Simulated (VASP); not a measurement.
**MgH2: relaxation of cell and atoms with r2SCAN**

The system is MgH2.

```
Mg H
1.0
     4.51786    0.00000    0.00000
     0.00000    4.51786    0.00000
     0.00000    0.00000    3.01207
Mg H
2 4
Direct
  0.00000 0.00000 0.00000
  0.50000 0.50000 0.50000
  0.30444 0.30444 0.00000
  0.19556 0.80444 0.50000
  0.69556 0.69556 0.00000
  0.80444 0.19556 0.50000
```

- Program: VASP 6.6.1
- Task: relaxation of cell and atoms
- Functional: r2SCAN
- Potentials or basis: VASP PAW PBE potentials, release 64 (Mg, H)
- Cutoff: 600 eV
- k mesh: 6 × 6 × 8
- Occupations: fermi-dirac, width 0.02 eV
- Spin: no spin polarisation
- Dipole correction: no
- Further INCAR settings: ALGO = Normal; EDIFF = 1e-07; IBRION = 2; EDIFFG = -0.005; NSW = 80; ISIF = 3

The relaxed volume is 9.98 Å³/atom and the relaxed cell is a = 4.476 Å, b = 4.476 Å, c = 2.990 Å, α = 90.00°, β = 90.00°, γ = 90.00°. The space group after relaxing (to 0.05 Å) is P4_2/mnm (No. 136), the energy gained by relaxing is 1.1 meV/atom and the ionic steps are 6. The pressure after relaxing is 0.0 GPa and the band gap on the k mesh is 4.48 eV, indirect (least direct gap 5.27 eV).

Forces in eV/Å, atoms in the order of the input:
```
Mg   0.000  0.000  0.000
Mg   0.000  0.000  0.000
H    0.002  0.002  0.000
H   -0.002  0.002  0.000
H   -0.002 -0.002  0.000
H    0.002 -0.002  0.000
```

The path:
| step | energy change (eV) | largest force (eV/Å) | pressure (GPa) | volume (Å³) |
| --- | --- | --- | --- | --- |
| 1 | 0.0000 | 0.0161 | -1.35 | 61.48 |
| 2 | -0.0050 | 0.0060 | -0.69 | 60.71 |
| 3 | -0.0066 | 0.0029 | -0.10 | 60.07 |
| 4 | -0.0066 | 0.0042 | -0.02 | 59.99 |
| 5 | -0.0067 | 0.0019 | -0.01 | 59.96 |
| 6 | -0.0068 | 0.0028 | 0.00 | 59.91 |

Final structure:
```
CELL_PARAMETERS angstrom
4.47606 0.00000 0.00000
0.00000 4.47606 0.00000
0.00000 0.00000 2.99003
ATOMIC_POSITIONS crystal
Mg 0.00000 0.00000 0.00000
Mg 0.50000 0.50000 0.50000
H 0.30457 0.30457 0.00000
H 0.19543 0.80457 0.50000
H 0.69543 0.69543 0.00000
H 0.80457 0.19543 0.50000
```

Levels at points of the mesh, in eV from the valence-band top:
```
           k point  band 1  band 2  band 3  band 4  band 5  band 6  band 7  band 8
(0.00, 0.00, 0.00)   -6.62   -1.48   -1.48   -0.39    5.25    5.75   10.01   10.01
(0.50, 0.00, 0.00)   -4.94   -4.94   -0.52   -0.52    6.01    6.01   10.93   10.93
(0.50, 0.50, 0.00)   -3.81   -3.81   -2.79   -2.79    9.90    9.90    9.98    9.98
(0.00, 0.00, 0.50)   -3.09   -3.09   -0.10   -0.10    7.18    7.18    7.56    7.56
(0.50, 0.00, 0.50)   -2.35   -2.35   -1.07   -1.07    5.83    5.83    7.54    7.54
(0.50, 0.50, 0.50)   -1.95   -1.95   -0.98   -0.98    4.59    4.59    4.74    4.74
```

Wall time 8.3 min on 1 thread of Oxide Virtual Turin-like Processor (shared host), peak memory 0.18 GiB.

Caveat: the PAW data sets were made with another functional, which shifts forces and pressure a little. r2SCAN opens gaps a little over a GGA but as a rule still falls short of measured ones.
